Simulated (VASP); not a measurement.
Set up this calculation in VASP 6.6.1, as the native input.

```
Task                   : single point
Functional             : LDA
Potentials or basis    : VASP PAW LDA potentials, release 64 (Os)
Cutoff                 : 600 eV
k mesh                 : 10 × 10 × 10
Occupations            : fermi-dirac, width 0.05 eV
Spin                   : no spin polarisation
Dipole correction      : no
Further INCAR settings : ALGO = Normal; EDIFF = 1e-06; NBANDS = 10
```

The structure of Os lies in POSCAR:

```
Os
1.0
    0.0000000000      1.8883983096      1.8883983096
    1.8883983096      0.0000000000      1.8883983096
    1.8883983096      1.8883983096      0.0000000000
Os
1
Direct
    0.0000000000      0.0000000000      0.0000000000
```

This isn't the form of Os at room conditions, which is hcp.

These files were run (other wordings do the same):

INCAR

```
  ALGO = Normal
  EDIFF = 1E-6
  ENCUT = 600
  GGA = CA
  GGA_COMPAT = False
  ISIF = 2
  ISMEAR = -1
  LASPH = True
  LCHARG = False
  LREAL = False
  LWAVE = False
  NBANDS = 10
  NELM = 120
  PREC = Accurate
  SIGMA = 0.05
```

KPOINTS

```
k-points
0
Gamma
  10 10 10
```

Potentials or basis: VASP PAW LDA potentials, release 64 (Os).

Launch:

```sh
$ cat potpaw_LDA.64/Os/POTCAR > POTCAR
$ mpirun -np 1 vasp_std > vasp.out
```

Results of the run:

```yaml
Pressure: 11.6 GPa
Band_gap_on_the_k_mesh: zero (bands 4 and 5 overlap by 4.26 eV)
```

Caveat: the cell stands under pressure; spin-orbit coupling is left out, which moves the levels of the heavy elements.

Wall time 5.4 s on 1 thread of Intel(R) Xeon(R) Platinum 8488C (Sapphire Rapids), on a shared host, peak memory 0.13 GiB.
